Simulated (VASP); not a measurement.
The system is Eu.

```xyz
1
Lattice="-2.1940 2.1940 2.1940 2.1940 -2.1940 2.1940 2.1940 2.1940 -2.1940" Properties=species:S:1:pos:R:3 pbc="T T T"
Eu    0.0000    0.0000    0.0000
```

Base run:

```yaml
Program: VASP 6.6.1
Functional: PBE
Potentials_or_basis: VASP PAW PBE potentials, release 64 (Eu)
Cutoff: 520 eV
k_mesh: 10 × 10 × 10
Occupations: methfessel-paxton, width 0.03 eV
Spin: collinear spin, ferromagnetic start
Starting_moments: "[7.02] μB"
```

Its results: pressure -0.2 GPa; net moment 7.39 μB per cell; site moments Eu +6.70 μB.

Q: The run is repeated on the same cell with these changes: occupations from methfessel-paxton, width 0.03 eV to methfessel-paxton, width 0.1 eV. What comes out?

A: Pressure -0.4 GPa; net moment 7.27 μB per cell; site moments Eu +6.67 μB.
